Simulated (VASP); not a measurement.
Runs of VASP 6.6.1 on Al3BiO3. The structure is that of space group R3m (No. 160), or close to it. The cells are those of the table. 

```csv
task,cell,k mesh,cutoff (eV),smearing,gap on the mesh (eV),pressure (GPa),largest force (eV/Å)
single point,"a = 4.831 Å, angles 100.9°, 7 atoms",3 × 3 × 3,520,gaussian 0.15 eV,0.71,-0.1,(a)
single point,"a = 4.826, b = 4.838, c = 4.834 Å, angles 100.9°, 7 atoms",3 × 3 × 3,520,gaussian 0.1 eV,0.70,-0.1,0.01
single point,"a = 4.831 Å, angles 100.9°, 7 atoms",3 × 3 × 3,520,gaussian 0.1 eV,0.70,0.0,0.04
relaxation of cell and atoms,"relaxed from a = 4.640 Å, 7 atoms",3 × 3 × 3,600,gaussian 0.15 eV,0.74,0.0,0.04
single point,"a = 4.831 Å, angles 100.9°, 7 atoms",6 × 6 × 6,520,gaussian 0.02 eV,0.68,-0.1,0.01
```

Alike in all rows: level PBE; potentials or basis VASP PAW PBE potentials, release 64 (Al, Bi_d, O); no spin polarisation.

**Question.** Estimate the missing entries.

**Answer.** (a) 0.03.

Caveats: some runs use coarse meshes; spin-orbit coupling is left out, which moves the levels of the heavy elements; the relaxation stopped at a loose force limit of 0.08 eV/Å, so its end isn't a converged minimum (some runs).

A k mesh can miss the band edges, and the runs leave out spin-orbit coupling on Bi.
